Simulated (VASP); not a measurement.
# MgS (Fm-3m) in VASP: further runs, part 2 of 2

VASP 6.6.1.

## Step 6: Single point, r2SCAN

This run uses another cell than the first one, of 17.61 Å³/atom, 1.078 times its volume.

Input file POSCAR:

```
MgS
1.0
    0.0000000000      2.6016500000      2.6016500000
    2.6016500000      0.0000000000      2.6016500000
    2.6016500000      2.6016500000      0.0000000000
Mg S
1 1
Direct
    0.0000000000      0.0000000000      0.0000000000
    0.5000000000      0.5000000000      0.5000000000
```

Input file INCAR.step1:

```
PREC = Accurate ; ENCUT = 520
ISMEAR = -1 ; SIGMA = 0.1
LREAL = F ; LASPH = T
NELM = 60 ; NBANDS = 11
GGA = PE ; ALGO = Normal
EDIFF = 1E-4 ; LWAVE = T
LCHARG = F
```

Input file INCAR.step2:

```
PREC = Accurate ; ENCUT = 520
EDIFF = 1E-7 ; ISMEAR = -1
SIGMA = 0.1 ; LREAL = F
LASPH = T ; NELM = 60
ALGO = Normal ; ISIF = 2
LWAVE = F ; LCHARG = T
METAGGA = R2SCAN ; LMIXTAU = T
LELF = T ; LVHAR = T
NBANDS = 11 ; ISTART = 1
```

Input file KPOINTS:

```
regular mesh
0
Gamma
  16 16 16
```

Potentials or basis: VASP PAW PBE potentials, release 64 (Mg, S).

Launch:

```bash
$ cat potpaw_PBE.64/Mg/POTCAR potpaw_PBE.64/S/POTCAR > POTCAR
$ cp INCAR.step1 INCAR
$ mpirun -np 1 vasp_std > vasp.out
$ cp INCAR.step2 INCAR
$ mpirun -np 1 vasp_std > vasp.out
```

OUTCAR:

```text
PREC = Accurate
   ENCUT = 520
   EDIFF = 1E-7
   ISMEAR = -1
   LREAL = F
   LASPH = T
   NELM = 60
   ISIF = 2
   METAGGA = R2SCAN
   ISTART = 1

 ion  position               nearest neighbor table
   1  0.000  0.000  0.000-   2 2.60   2 2.60   2 2.60   2 2.60   2 2.60   2 2.60
   2  0.500  0.500  0.500-   1 2.60   1 2.60   1 2.60   1 2.60   1 2.60   1 2.60

  LATTYP: Found a face centered cubic cell.
 ALAT       =     5.2033000000

  Lattice vectors:

 A1 = (   0.0000000000,   2.6016500000,   2.6016500000)
 A2 = (   2.6016500000,   0.0000000000,   2.6016500000)
 A3 = (   2.6016500000,   2.6016500000,   0.0000000000)

Analysis of symmetry for initial positions (statically):
=====================================================================
 Subroutine PRICEL returns:
 Original cell was already a primitive cell.

 Routine SETGRP: Setting up the symmetry group for a
 face centered cubic supercell.

 Subroutine GETGRP returns: Found 48 space group operations
 (whereof 48 operations were pure point group operations)
 out of a pool of 48 trial point group operations.

The static configuration has the point symmetry O_h .

Analysis of symmetry for dynamics (positions and initial velocities):
=====================================================================
 Subroutine PRICEL returns:
 Original cell was already a primitive cell.

 Routine SETGRP: Setting up the symmetry group for a
 face centered cubic supercell.

 Subroutine GETGRP returns: Found 48 space group operations
 (whereof 48 operations were pure point group operations)
 out of a pool of 48 trial point group operations.

The dynamic configuration has the point symmetry O_h .

 Subroutine INISYM returns: Found 48 space group operations
 (whereof 48 operations are pure point group operations),
 and found     1 'primitive' translations

----------------------------------------------------------------------------------------

                                     Primitive cell
[... 112 lines left out ...]
  volume/ion in A,a.u.               =      17.61       118.83
  Fermi-wavevector in a.u.,A,eV,Ry     =   0.998878  1.887606 13.575323  0.997758
  Thomas-Fermi vector in A             =   2.131131
   LORBIT       =      0    0 simple, 1 ext, 2 COOP (PROOUT), +10 PAW based schemes
   METAGGA = R2SCAN    functional components
   LHFCALC =     F    Hartree Fock is set to
   AEXX    =    0.0000 exact exchange contribution
   IVDW    =     0    specifies the selected vdW correction
   LEPSILON=     F    determine dielectric tensor
   LRPA    =     F    only Hartree local field effects (RPA)
 non-spin polarized calculation
  energy-cutoff  :      520.00
  volume of cell :       35.22
 maximum number of plane-waves:       962
   NGX = 13   NGY = 13   NGZ = 13

 number of electron       8.0000000 magnetization

 Free energy of the ion-electron system (eV)
  ---------------------------------------------------
  ext. energy  EPLUGINS =         0.00000000
  ---------------------------------------------------
  free energy    TOTEN  =       -15.51064898 eV

  energy without entropy =      -15.51064897  energy(sigma->0) =      -15.51064897

 E-fermi :   5.3180     XC(G=0): -10.0900

 val. band max:        3.4927164055   @ k =   0.0000   0.0000   0.0000
 cond. band min:       6.9265705583   @ k =   0.5000   0.5000   0.0000
 fundamental gap:      3.4338541528
 Fermi energy:         5.3180365501

 k-point     1 :       0.0000    0.0000    0.0000
  band No.  band energies     occupation
      1      -9.6901      2.00000
      2       3.4927      2.00000
      3       3.4927      2.00000
      4       3.4927      2.00000
      5       8.1077      0.00000
      6      12.0238      0.00000
      7      12.0238      0.00000
      8      12.0238      0.00000
      9      14.4343      0.00000
     10      14.4343      0.00000
     11      17.0362      0.00000
[... 309 lines left out ...]
 k-point    24 :      -0.0625    0.0625    0.0000
  band No.  band energies     occupation
      1      -9.5858      2.00000
      2       2.8294      2.00000
      3       3.3073      2.00000
      4       3.4690      2.00000
      5       8.6976      0.00000
      6      11.6950      0.00000
      7      12.1940      0.00000
      8      12.3444      0.00000
      9      13.6642      0.00000
     10      14.2586      0.00000
     11      17.7047      0.00000

 [... further k-points ...]
[... 5 lines left out ...]
  --------------------------------------------------------------------------------------
  -------------------------------------------------------------------------------------
  Total       -0.1057196     -0.1057196     -0.1057196      0.0000000      0.0000000      0.0000000
  in kB       -4.8093842     -4.8093842     -4.8093842      0.0000000      0.0000000      0.0000000
  external PRESSURE =      -4.8093842 kB  Pullay stress =       0.0000000 kB

 VOLUME and BASIS-vectors are now :
 -----------------------------------------------------------------------------
  energy-cutoff  :      520.00
  volume of cell :       35.22
      direct lattice vectors                 reciprocal lattice vectors
     0.000000000  2.601650000  2.601650000    -0.192185728  0.192185728  0.192185728
     2.601650000  0.000000000  2.601650000     0.192185728 -0.192185728  0.192185728
     2.601650000  2.601650000  0.000000000     0.192185728  0.192185728 -0.192185728

 POSITION                                       TOTAL-FORCE (eV/Angst)
 -----------------------------------------------------------------------------------
      0.00000      0.00000      0.00000         0.000000      0.000000      0.000000
      2.60165      2.60165      2.60165        -0.000000     -0.000000     -0.000000
 -----------------------------------------------------------------------------------
    total drift:                                0.000000      0.000000      0.000000

  FREE ENERGIE OF THE ION-ELECTRON SYSTEM (eV)
  ---------------------------------------------------
  free  energy   TOTEN  =       -15.5106489752 eV

  energy  without entropy=      -15.5106489732  energy(sigma->0) =      -15.51064897
```

It took 5.9 min on 1 thread of AMD EPYC 7R43 (Zen 3), shared host; peak memory 0.17 GiB.

What came out:

```yaml
Free_energy: -15.5106 eV
Pressure: -0.5 GPa
Band_gap_on_the_k_mesh: 3.43 eV, indirect (least direct gap 4.62 eV)
```

Caveat: the PAW data sets were made with another functional, which shifts forces and pressure a little. A k mesh can miss the band edges.

## Step 7: Summary

| cell | k mesh | smearing | gap on the mesh (eV) | pressure (GPa) |
| --- | --- | --- | --- | --- |
| a = 3.588 Å, angles 60.0°, 2 atoms | 8 × 8 × 8 | gaussian 0.01 eV | 3.59 | 6.5 |
| a = 3.623 Å, angles 60.0°, 2 atoms | 8 × 8 × 8 | gaussian 0.01 eV | 3.53 | 3.5 |
| a = 3.664 Å, angles 60.0°, 2 atoms | 8 × 8 × 8 | gaussian 0.01 eV | 3.46 | 0.5 |
| a = 3.650 Å, angles 60.0°, 2 atoms | 8 × 8 × 8 | gaussian 0.01 eV | 3.49 | 1.5 |
| a = 3.679 Å, angles 60.0°, 2 atoms | 16 × 16 × 16 | fermi-dirac 0.1 eV | 3.43 | -0.5 |

Alike in all rows: task single point; level r2SCAN; potentials or basis VASP PAW PBE potentials, release 64 (Mg, S); no spin polarisation; cutoff (eV) 520.

Caveats: the PAW data sets were made with another functional, which shifts forces and pressure a little.

Total energies depend on the potentials used, so only differences within one code and one set of settings carry meaning.
